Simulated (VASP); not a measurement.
Write the native input for VASP 6.6.1 that does the following.

```yaml
Task: single point
Functional: LDA
Potentials_or_basis: VASP PAW LDA potentials, release 64 (Re_sv_GW)
Cutoff: 560 eV
k_mesh: 16 × 16 × 16
Occupations: fermi-dirac, width 0.1 eV
Spin: no spin polarisation
Dipole_correction: no
Further_INCAR_settings: ALGO = Normal; EDIFF = 1e-06; NBANDS = 14
```

The structure of Re lies in POSCAR:

```
Re
1.0
   -1.5549495953      1.5549495953      1.5549495953
    1.5549495953     -1.5549495953      1.5549495953
    1.5549495953      1.5549495953     -1.5549495953
Re
1
Direct
    0.0000000000      0.0000000000      0.0000000000
```

This isn't the form of Re at room conditions, which is hcp.

One way to write it, as run:

INCAR

```
PREC = Accurate
ENCUT = 560
EDIFF = 1E-6
ISMEAR = -1
SIGMA = 0.1
LREAL = False
LASPH = True
NELM = 120
ALGO = Normal
ISIF = 2
LWAVE = False
LCHARG = False
GGA = CA
NBANDS = 14
GGA_COMPAT = False
```

KPOINTS

```
Automatic mesh
0
Gamma
  16 16 16
```

Potentials or basis: VASP PAW LDA potentials, release 64 (Re_sv_GW).

Command:

```console
$ cat potpaw_LDA.64/Re_sv_GW/POTCAR > POTCAR
$ mpirun -np 1 vasp_std > vasp.out
```

It gave:

The pressure is -13.9 GPa and the band gap on the k mesh is zero (an odd number of electrons rules out a gap without spin polarisation).

Caveat: the cell stands under tension; spin-orbit coupling is left out, which moves the levels of the heavy elements.

Run time: 30 s on 1 thread of AMD EPYC 7R13 Processor (Zen 3), with other jobs on the host, peak memory 0.13 GiB.
